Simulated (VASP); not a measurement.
# Os (Im-3m) in VASP: a series of runs

Runs on Os. Level: PBE. Tasks: single point.

All numbers are computed with VASP 6.6.1; they aren't measurements. Logs are shortened: lines on timing, memory, paths and dates and some standing lists are left out, and cuts for length are marked.

## 1. The cell of the first run

The structure is cubic, space group Im-3m (No. 229). The conventional cell has a = 3.095 Å, b = 3.095 Å, c = 3.095 Å, α = 90.00°, β = 90.00°, γ = 90.00°. Within 3.5 Å of Os (site symmetry m-3m) lie 14 Os at 2.68 to 3.09 Å.

This isn't the form of Os at room conditions, which is hcp.

## 2. Single point, PBE, non-collinear spin, zero start, spin-orbit coupling

INCAR

```
ALGO = Normal ; EDIFF = 1E-7
ENCUT = 520 ; GGA = PE
GGA_COMPAT = F ; ISIF = 2
ISMEAR = -1 ; LASPH = T
LCHARG = T ; LMAXMIX = 4
LORBIT = 11 ; LORBMOM = T
LREAL = F ; LSORBIT = T
LVHAR = T ; LWAVE = F
MAGMOM = 0 0 0 ; NBANDS = 19
NELM = 150 ; PREC = Accurate
SIGMA = 0.05
```

KPOINTS

```
k-points
0
Gamma
  19 19 19
```

POSCAR

```
Os
1.0
   -1.5474325327      1.5474325327      1.5474325327
    1.5474325327     -1.5474325327      1.5474325327
    1.5474325327      1.5474325327     -1.5474325327
Os
1
Direct
    0.0000000000      0.0000000000      0.0000000000
```

Potentials or basis: VASP PAW PBE potentials, release 64 (Os).

Run with:

```sh
$ cat potpaw_PBE.64/Os/POTCAR > POTCAR
$ mpirun -np 1 vasp_ncl > vasp.out
```

OUTCAR:

```text
EDIFF = 1E-7
   ENCUT = 520
   GGA = PE
   ISIF = 2
   ISMEAR = -1
   LASPH = T
   LORBIT = 11
   LREAL = F
   LSORBIT = T
   NELM = 150
   PREC = Accurate

 ion  position               nearest neighbor table
   1  0.000  0.000  0.000-

  LATTYP: Found a body centered cubic cell.
 ALAT       =     3.0948650654

  Lattice vectors:

 A1 = (  -1.5474325327,   1.5474325327,   1.5474325327)
 A2 = (   1.5474325327,  -1.5474325327,   1.5474325327)
 A3 = (   1.5474325327,   1.5474325327,  -1.5474325327)

Analysis of symmetry for initial positions (statically):
=====================================================================
 Subroutine PRICEL returns:
 Original cell was already a primitive cell.

 Routine SETGRP: Setting up the symmetry group for a
 body centered cubic supercell.

 Subroutine GETGRP returns: Found 48 space group operations
 (whereof 48 operations were pure point group operations)
 out of a pool of 48 trial point group operations.

The static configuration has the point symmetry O_h .

Analysis of symmetry for dynamics (positions and initial velocities):
=====================================================================
 Subroutine PRICEL returns:
 Original cell was already a primitive cell.

 Routine SETGRP: Setting up the symmetry group for a
 body centered cubic supercell.

 Subroutine GETGRP returns: Found 48 space group operations
 (whereof 48 operations were pure point group operations)
 out of a pool of 48 trial point group operations.

The dynamic configuration has the point symmetry O_h .

Analysis of structural, dynamic, and magnetic symmetry:
=====================================================================
 Subroutine PRICEL returns:
 Original cell was already a primitive cell.

 Routine SETGRP: Setting up the symmetry group for a
 body centered cubic supercell.

 Subroutine GETGRP returns: Found 48 space group operations
 (whereof 48 operations were pure point group operations)
 out of a pool of 48 trial point group operations.

The overall configuration has the point symmetry O_h .

 Subroutine INISYM returns: Found 48 space group operations
 (whereof 48 operations are pure point group operations),
 and found     1 'primitive' translations

----------------------------------------------------------------------------------------

                                     Primitive cell

  volume of cell :      14.8216

  direct lattice vectors                    reciprocal lattice vectors
    -1.547432533  1.547432533  1.547432533     0.000000000  0.323115864  0.323115864
     1.547432533 -1.547432533  1.547432533     0.323115864  0.000000000  0.323115864
     1.547432533  1.547432533 -1.547432533     0.323115864  0.323115864  0.000000000

  length of vectors
     2.680231768  2.680231768  2.680231768     0.456954837  0.456954837  0.456954837

  position of ions in fractional coordinates (direct lattice)
     0.000000000  0.000000000  0.000000000

  ion indices of the primitive-cell ions
   primitive index   ion index
                 1           1

----------------------------------------------------------------------------------------

 KPOINTS: k-points

Automatic generation of k-mesh.
 Grid dimensions read from file:
 generate k-points for:   19   19   19

 Generating k-lattice:

  Cartesian coordinates                     Fractional coordinates (reciprocal lattice)
     0.000000000  0.017006098  0.017006098     0.052631579  0.000000000  0.000000000
     0.017006098  0.000000000  0.017006098     0.000000000  0.052631579  0.000000000
     0.017006098  0.017006098  0.000000000     0.000000000  0.000000000  0.052631579

  Length of vectors
     0.024050255  0.024050255  0.024050255

[... 47 lines left out ...]
   ISPIN  =      1    spin polarized calculation?
   LNONCOLLINEAR =      T non collinear calculations
   LSORBIT =      T    spin-orbit coupling
   LASPH  =      T    aspherical Exc in radial PAW
   ENCUT  =  520.0 eV  38.22 Ry    6.18 a.u.   4.98  4.98  4.98*2*pi/ulx,y,z
   NELM   =    150;   NELMIN=  2; NELMDL= -5     # of ELM steps
   EDIFF  = 0.1E-06   stopping-criterion for ELM
   LREAL  =      F    real-space projection
   EDIFFG = 0.1E-05   stopping-criterion for IOM
   NSW    =      0    number of steps for IOM
   IBRION =     -1    ionic relax: 0-MD 1-quasi-New 2-CG
   NFREE  =      0    steps in history (QN), initial steepest desc. (CG)
   ISIF   =      2    stress and relaxation
   ISYM   =      2    0-nonsym 1-usesym 2-fastsym
   POTIM  = 0.5000    time-step for ionic-motion
   TEBEG  =    0.0;   TEEND  =   0.0 temperature during run
   PSTRESS=    0.0 pullay stress
   NELECT =       8.0000    total number of electrons
   NUPDOWN=      -1.0000    fix difference up-down
   EMIN   =  10.00;   EMAX   =-10.00  energy-range for DOS
   EFERMI =   0.00;   METHOD = LEGACY
   ISMEAR =    -1;   SIGMA  =   0.05  broadening in eV -4-tet -1-fermi 0-gaus
   EFERMI_NEDOS =   21; number of points for ismear=-14 and -15
   IALGO  =     38    algorithm
   IMIX   =      4    mixing-type and parameters
     AMIX     =   0.40;   BMIX     =  1.00
     AMIX_MAG =   1.60;   BMIX_MAG =  1.00
  volume/ion in A,a.u.               =      14.82       100.02
  Fermi-wavevector in a.u.,A,eV,Ry     =   1.332927  2.518867 24.173403  1.776695
  Thomas-Fermi vector in A             =   2.461825
   LORBIT       =     11    0 simple, 1 ext, 2 COOP (PROOUT), +10 PAW based schemes
   GGA     = PE    functional components
   LHFCALC =     F    Hartree Fock is set to
   AEXX    =    0.0000 exact exchange contribution
   IVDW    =     0    specifies the selected vdW correction
   LEPSILON=     F    determine dielectric tensor
   LRPA    =     F    only Hartree local field effects (RPA)
  energy-cutoff  :      520.00
  volume of cell :       14.82
 maximum number of plane-waves:       828
   NGX =  9   NGY =  9   NGZ =  9

 number of electron       7.9999998 magnetization       0.0000000      0.0000000      0.0000000

 number of electron       7.9999998 magnetization       0.0000000      0.0000000     -0.0000000

 number of electron       7.9999998 magnetization      -0.0000000     -0.0000000      0.0000000

 Free energy of the ion-electron system (eV)
  ---------------------------------------------------
  ext. energy  EPLUGINS =         0.00000000
  ---------------------------------------------------
  free energy    TOTEN  =       -10.73672599 eV

  energy without entropy =      -10.72512317  energy(sigma->0) =      -10.73092458

 E-fermi :   8.8856     XC(G=0): -13.7097

 val. band max:        8.8783363598   @ k =   0.2105   0.1053   0.0000
 cond. band min:       8.8909661247   @ k =   0.3158   0.2105   0.0526
 fundamental gap:      0.0126297649
 Fermi energy:         8.8855903999

 k-point     1 :       0.0000    0.0000    0.0000
  band No.  band energies     occupation
      1      -1.7996      1.00000
      2      -1.7996      1.00000
      3       5.3713      1.00000
      4       5.3713      1.00000
      5       5.3713      1.00000
      6       5.3713      1.00000
[... 505 lines left out ...]
      6       5.8907      1.00000
[... 11 lines left out ...]
     18      26.7738      0.00000
     19      31.7765      0.00000

 [... further k-points ...]

------------------------ aborting loop because EDIFF is reached ----------------------------------------

  FORCE on cell =-STRESS in cart. coord.  units (eV):
  Direction    XX          YY          ZZ          XY          YZ          ZX
  --------------------------------------------------------------------------------------
  -------------------------------------------------------------------------------------
  Total        0.0062510      0.0062510      0.0062510      0.0000000      0.0000000      0.0000000
  in kB        0.6757167      0.6757167      0.6757167      0.0000000      0.0000000      0.0000000
  external PRESSURE =       0.6757167 kB  Pullay stress =       0.0000000 kB

 VOLUME and BASIS-vectors are now :
 -----------------------------------------------------------------------------
  energy-cutoff  :      520.00
  volume of cell :       14.82
      direct lattice vectors                 reciprocal lattice vectors
    -1.547432533  1.547432533  1.547432533     0.000000000  0.323115864  0.323115864
     1.547432533 -1.547432533  1.547432533     0.323115864  0.000000000  0.323115864
     1.547432533  1.547432533 -1.547432533     0.323115864  0.323115864  0.000000000

 POSITION                                       TOTAL-FORCE (eV/Angst)
 -----------------------------------------------------------------------------------
      0.00000      0.00000      0.00000         0.000000      0.000000      0.000000
 -----------------------------------------------------------------------------------
    total drift:                                0.000000     -0.000000     -0.000000

  FREE ENERGIE OF THE ION-ELECTRON SYSTEM (eV)
  ---------------------------------------------------
  free  energy   TOTEN  =       -10.7367259889 eV

  energy  without entropy=      -10.7251231677  energy(sigma->0) =      -10.73092458

 orbital moment (x)

 # of ion     p       d       tot
 ----------------------------------------
  1         0.000  -0.000  -0.000
 ----------------------------------------
            0.000  -0.000  -0.000

 orbital moment (y)

 # of ion     p       d       tot
 ----------------------------------------
  1        -0.000   0.000   0.000
 ----------------------------------------
           -0.000   0.000   0.000

 orbital moment (z)

 # of ion     p       d       tot
 ----------------------------------------
  1         0.000   0.000   0.000
 ----------------------------------------
            0.000   0.000   0.000

 Spin-Orbit-Coupling matrix elements

 Ion:    1  E_soc:     -0.7394774
 l=   1
     0.0000000    -0.0399876    -0.0399876
    -0.0399876     0.0000000    -0.0399876
    -0.0399876    -0.0399876     0.0000000
 l=   2
     0.0000000    -0.0102878     0.0000000    -0.0102878    -0.0729709
    -0.0102878     0.0000000    -0.0547282    -0.0102878    -0.0182427
     0.0000000    -0.0547282     0.0000000    -0.0547282     0.0000000
    -0.0102878    -0.0102878    -0.0547282     0.0000000    -0.0182427
    -0.0729709    -0.0182427     0.0000000    -0.0182427     0.0000000
 l=   3
     0.0000000     0.0000000     0.0000000     0.0000000     0.0000000     0.0000000     0.0000000
     0.0000000     0.0000000     0.0000000     0.0000000     0.0000000     0.0000000     0.0000000
     0.0000000     0.0000000     0.0000000     0.0000000     0.0000000     0.0000000     0.0000000
     0.0000000     0.0000000     0.0000000     0.0000000     0.0000000     0.0000000     0.0000000
     0.0000000     0.0000000     0.0000000     0.0000000     0.0000000     0.0000000     0.0000000
     0.0000000     0.0000000     0.0000000     0.0000000     0.0000000     0.0000000     0.0000000
     0.0000000     0.0000000     0.0000000     0.0000000     0.0000000     0.0000000     0.0000000

 total charge

# of ion       s       p       d       tot
------------------------------------------
    1        0.628   0.690   5.952   7.270

 magnetization (x)

# of ion       s       p       d       tot
------------------------------------------
    1       -0.000   0.000   0.000  -0.000

 magnetization (y)

# of ion       s       p       d       tot
------------------------------------------
    1        0.000  -0.000   0.000   0.000

 magnetization (z)

# of ion       s       p       d       tot
------------------------------------------
    1       -0.000   0.000   0.000   0.000
```

Run time: 3.1 min. Hardware: 1 thread of Intel Xeon 8259CL, shared host; peak memory 0.23 GiB.

Results:

* Free energy: -10.7367 eV
* Pressure: 0.1 GPa
* Net moment: 0.00 μB per cell
* Valence electrons inside the program's atomic spheres: Os 7.27

Moments on the atoms (μB; x, y, z):
```
Os  0.00 0.00 0.00
```

## 3. Single point, PBE, non-collinear spin, zero start, spin-orbit coupling

INCAR

```
SYSTEM = Os
ALGO     = Normal         ! electronic algorithm
EDIFF    = 1E-7           ! SCF threshold, eV
ENCUT    = 520            ! plane-wave cutoff, eV
GGA      = PE             ! functional
GGA_COMPAT= .FALSE.      
ISIF     = 2              ! what is computed and relaxed
ISMEAR   = -1             ! smearing method
LASPH    = .TRUE.         ! aspherical terms in the spheres
LCHARG   = .FALSE.        ! write CHGCAR
LMAXMIX  = 4              ! l up to which the mixer works
LORBIT   = 11             ! projections on sites
LORBMOM  = .TRUE.       
LREAL    = .FALSE.        ! projectors in reciprocal space
LSORBIT  = .TRUE.         ! spin-orbit coupling
LWAVE    = .FALSE.        ! write WAVECAR
MAGMOM   = 0 0 0          ! initial moments
NBANDS   = 19             ! bands
NELM     = 150            ! most SCF steps
PREC     = Accurate       ! precision mode
SIGMA    = 0.05           ! smearing width, eV
```

KPOINTS

```
k-points
0
G
  19 19 19
  0 0 0
```

POSCAR

```
Os
1.0
   -1.5473471291      1.5473471291      1.5473471291
    1.5473471291     -1.5473471291      1.5473471291
    1.5473471291      1.5473471291     -1.5473471291
Os
1
Direct
    0.0000000000      0.0000000000      0.0000000000
```

Potentials or basis: VASP PAW PBE potentials, release 64 (Os).

Run with:

```sh
$ cat potpaw_PBE.64/Os/POTCAR > POTCAR
$ mpirun -np 1 vasp_ncl > vasp.out
```

OUTCAR:

```text
SYSTEM = Os
   EDIFF = 1E-7
   ENCUT = 520
   GGA = PE
   ISIF = 2
   ISMEAR = -1
   LASPH = .TRUE.
   LORBIT = 11
   LREAL = .FALSE.
   LSORBIT = .TRUE.
   NELM = 150
   PREC = Accurate

 ion  position               nearest neighbor table
   1  0.000  0.000  0.000-

  LATTYP: Found a body centered cubic cell.
 ALAT       =     3.0946942582

  Lattice vectors:

 A1 = (  -1.5473471291,   1.5473471291,   1.5473471291)
 A2 = (   1.5473471291,  -1.5473471291,   1.5473471291)
 A3 = (   1.5473471291,   1.5473471291,  -1.5473471291)

Analysis of symmetry for initial positions (statically):
=====================================================================
 Subroutine PRICEL returns:
 Original cell was already a primitive cell.

 Routine SETGRP: Setting up the symmetry group for a
 body centered cubic supercell.

 Subroutine GETGRP returns: Found 48 space group operations
 (whereof 48 operations were pure point group operations)
 out of a pool of 48 trial point group operations.

The static configuration has the point symmetry O_h .

Analysis of symmetry for dynamics (positions and initial velocities):
=====================================================================
 Subroutine PRICEL returns:
 Original cell was already a primitive cell.

 Routine SETGRP: Setting up the symmetry group for a
[... 733 lines left out ...]

  energy  without entropy=      -10.7251242182  energy(sigma->0) =      -10.73092457

 orbital moment (x)

 # of ion     p       d       tot
 ----------------------------------------
  1         0.000  -0.000  -0.000
 ----------------------------------------
            0.000  -0.000  -0.000

 orbital moment (y)

 # of ion     p       d       tot
 ----------------------------------------
  1         0.000  -0.000  -0.000
 ----------------------------------------
            0.000  -0.000  -0.000

 orbital moment (z)

 # of ion     p       d       tot
 ----------------------------------------
  1         0.000   0.000   0.000
 ----------------------------------------
            0.000   0.000   0.000

 Spin-Orbit-Coupling matrix elements

 Ion:    1  E_soc:     -0.7394548
 l=   1
     0.0000000    -0.0399950    -0.0399950
    -0.0399950     0.0000000    -0.0399950
    -0.0399950    -0.0399950     0.0000000
 l=   2
     0.0000000    -0.0102869     0.0000000    -0.0102869    -0.0729606
    -0.0102869     0.0000000    -0.0547205    -0.0102869    -0.0182402
     0.0000000    -0.0547205     0.0000000    -0.0547205     0.0000000
    -0.0102869    -0.0102869    -0.0547205     0.0000000    -0.0182402
    -0.0729606    -0.0182402     0.0000000    -0.0182402     0.0000000
 l=   3
     0.0000000     0.0000000     0.0000000     0.0000000     0.0000000     0.0000000     0.0000000
     0.0000000     0.0000000     0.0000000     0.0000000     0.0000000     0.0000000     0.0000000
     0.0000000     0.0000000     0.0000000     0.0000000     0.0000000     0.0000000     0.0000000
     0.0000000     0.0000000     0.0000000     0.0000000     0.0000000     0.0000000     0.0000000
     0.0000000     0.0000000     0.0000000     0.0000000     0.0000000     0.0000000     0.0000000
     0.0000000     0.0000000     0.0000000     0.0000000     0.0000000     0.0000000     0.0000000
     0.0000000     0.0000000     0.0000000     0.0000000     0.0000000     0.0000000     0.0000000

 total charge

# of ion       s       p       d       tot
------------------------------------------
    1        0.628   0.690   5.952   7.271

 magnetization (x)

# of ion       s       p       d       tot
------------------------------------------
    1       -0.000   0.000   0.000   0.000

 magnetization (y)

# of ion       s       p       d       tot
------------------------------------------
    1       -0.000  -0.000   0.000  -0.000

 magnetization (z)

# of ion       s       p       d       tot
------------------------------------------
    1        0.000   0.000   0.000   0.000
```

stdout:

```text
POSCAR found type information on POSCAR Os
 POSCAR found :  1 types and       1 ions
 scaLAPACK will be used
 LDA part: xc-table for (Slater+PW92), standard interpolation
 POSCAR, INCAR and KPOINTS ok, starting setup
 FFT: planning ... GRIDC
 FFT: planning ... GRID_SOFT
 FFT: planning ... GRID
 WAVECAR not read
 entering main loop
```

Wall time 3.1 min (1 thread of Intel Xeon 8259CL, shared host); peak memory 0.22 GiB.

Results:

- Free energy: -10.7367 eV
- Pressure: 0.1 GPa
- Net moment: 0.00 μB per cell
- Valence electrons inside the program's atomic spheres: Os 7.27

Moments on the atoms (μB; x, y, z):
```
Os  0.00 0.00 0.00
```
